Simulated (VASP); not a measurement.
The system is Si.

```xyz
2
Lattice="2.7900 0.0000 0.0000 -1.3950 2.4162 0.0000 0.0000 0.0000 4.5561" Properties=species:S:1:pos:R:3 pbc="T T T"
Si    0.0000    1.6108    1.1390
Si    1.3950    0.8054    3.4171
```

This isn't the form of Si at room conditions, which is diamond.

```yaml
Program: VASP 6.6.1
Task: relaxation of cell and atoms
Functional: r2SCAN
Potentials_or_basis: VASP PAW PBE potentials, release 64 (Si)
Cutoff: 600 eV
k_mesh: 9 × 9 × 5
Occupations: methfessel-paxton, width 0.05 eV
Spin: no spin polarisation
```

At the start: pressure -7.4 GPa; volume 15.36 Å³/atom.

How do energy, volume and symmetry change on relaxing?

Over 5 steps the energy falls by 40.2 meV/atom and the volume is 13.77 Å³/atom (-10.3 %); space group P6_3/mmc (No. 194, to 0.1 Å) before and after.

The path:
```tsv
step	energy change (eV)	largest force (eV/Å)	pressure (GPa)	volume (Å³)
1	0.0000	0.0000	-7.41	30.71
2	-0.0798	0.0000	-0.35	27.66
3	-0.0798	0.0000	-0.22	27.60
4	-0.0796	0.0000	0.17	27.48
5	-0.0805	0.0000	-0.04	27.55
```

Final structure:
```yaml
crystal:
  lattice:
    - [2.69786, 0.00000, 0.00000]
    - [-1.34893, 2.33642, 0.00000]
    - [0.00000, 0.00000, 4.37015]
  atoms:
    - { symbol: Si, position: [0.33333, 0.66667, 0.25000] }
    - { symbol: Si, position: [0.66667, 0.33333, 0.75000] }
```

Caveat: the PAW data sets were made with another functional, which shifts forces and pressure a little.
